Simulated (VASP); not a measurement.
A run of VASP 6.6.1 is set up as follows.

The input INCAR:

```
ALGO = Normal ; EDIFF = 1E-6
ENCUT = 520 ; GGA = PE
ISIF = 2 ; ISMEAR = 0
LASPH = True ; LCHARG = False
LREAL = False ; LWAVE = False
NBANDS = 22 ; NELM = 100
PREC = Accurate ; SIGMA = 0.1
```

KPOINTS

```
k-points
0
Gamma
  6 6 6
```

POSCAR

```
Al2GaP2
1.0
   -2.1083063700      2.1083063700      4.9185807300
    2.1083063700     -2.1083063700      4.9185807300
    2.1083063700      2.1083063700     -4.9185807300
Al Ga P
2 1 2
Direct
    0.3750000000      0.3750000000      0.0000000000
    0.6250000000      0.6250000000      0.0000000000
    0.0000000000      0.0000000000      0.0000000000
    0.7500000000      0.2500000000      0.5000000000
    0.2500000000      0.7500000000      0.5000000000
```

Potentials or basis: VASP PAW PBE potentials, release 64 (Al, Ga_d, P).

Command:

```sh
$ cat potpaw_PBE.64/Al/POTCAR potpaw_PBE.64/Ga_d/POTCAR potpaw_PBE.64/P/POTCAR > POTCAR
$ mpirun -np 1 vasp_std > vasp.out
```

Task: Estimate the largest force.

Result: 0.527 eV/Å.

Task: Estimate the pressure.

Result: 7.6 GPa.

Task: Estimate the band gap on the k mesh.

Result: Zero (an odd number of electrons rules out a gap without spin polarisation).

Stress tensor (GPa, compression positive):
```
8.31 0.00 0.00
0.00 8.31 0.00
0.00 0.00 6.27
```

Caveat: the cell stands under pressure.
